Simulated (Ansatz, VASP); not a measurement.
**One calculation of GaGeO4, two programs**

```xyz
6
Lattice="4.8593 0.0000 0.0000 -2.4297 4.2083 0.0000 0.0000 0.0000 3.8317" Properties=species:S:1:pos:R:3 pbc="T T T"
Ga    0.0000    0.0000    0.0000
Ge    0.0000    2.8055    0.0000
O     2.4297    1.4028    0.0000
O     2.4297    0.0135    1.9159
O     3.6328    2.0974    1.9159
O     1.2265    2.0974    1.9159
```

Change from the starting cell: species swapped into the PrMnNi4 type (P-6m2, No. 187).

Alike in both runs: task relaxation of cell and atoms; functional PBE; k mesh 6 × 6 × 4; occupations gaussian, width 0.1 eV; no spin polarisation.

|  | VASP | Ansatz |
| --- | --- | --- |
| version | VASP 6.6.1 | Ansatz 0.2.0 |
| potentials or method | VASP PAW PBE potentials, release 64 (Ga_d, Ge_d, O), cutoff 600 eV | scalar-relativistic, plane waves, PAW |
| valence electrons in the cell | 51 | 51 |

|  | VASP | Ansatz | Ansatz less VASP |
| --- | --- | --- | --- |
| gap on the k mesh at the Fermi level, each at its own relaxed structure (eV) | none | none | - |
| relaxed volume (Å³/atom) | 12.03 | 12.09 | +0.063 |
| relaxed length of the cell vector where the two differ most in proportion (Å) | 5.508 | 5.525 | +0.0168 |

A gap of «none» marks a metal or a gap that the smearing closes.

The k mesh is coarse, so the values compare programs but aren't converged.
